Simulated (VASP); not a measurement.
Here is a VASP 6.6.1 calculation.

File INCAR:

```
  ALGO = Normal
  EDIFF = 1E-7
  ENCUT = 520
  GGA = PE
  ISIF = 2
  ISMEAR = 0
  LASPH = T
  LCHARG = T
  LELF = T
  LREAL = F
  LVHAR = T
  LWAVE = F
  NBANDS = 48
  NELM = 80
  PREC = Accurate
  SIGMA = 0.2
```

KPOINTS

```
k-points
0
Gamma
  6 6 1
```

The input POSCAR:

```
Hf7N
1.0
    3.1998063684      0.0000000000      0.0000000000
   -1.5999031842      2.7711136023      0.0000000000
    0.0000000000      0.0000000000     18.1576590614
Hf N
7 1
Direct
    0.3333333333      0.6666666667      0.0713370496
    0.6666666667      0.3333333333      0.9286629504
    0.6666666667      0.3333333333      0.2160322602
    0.3333333333      0.6666666667      0.3570258327
    0.3333333333      0.6666666667      0.7839677398
    0.6666666667      0.3333333333      0.6429741673
    0.0000000000      0.0000000000      0.5000000000
    0.0000000000      0.0000000000      0.0000000000
```

Potentials or basis: VASP PAW PBE potentials, release 64 (Hf_pv, N).

Launch:

```console
$ cat potpaw_PBE.64/Hf_pv/POTCAR potpaw_PBE.64/N/POTCAR > POTCAR
$ mpirun -np 1 vasp_std > vasp.out
```

Task: What does it give for the largest force?

Result: 0.048 eV/Å.

Task: Predict the pressure.

Result: -0.8 GPa.

Stress tensor (GPa, compression positive):
```
-0.69  0.00  0.00
 0.00 -0.69  0.00
 0.00  0.00 -1.02
```

Caveat: the k points lie up to 0.38 Å⁻¹ apart.
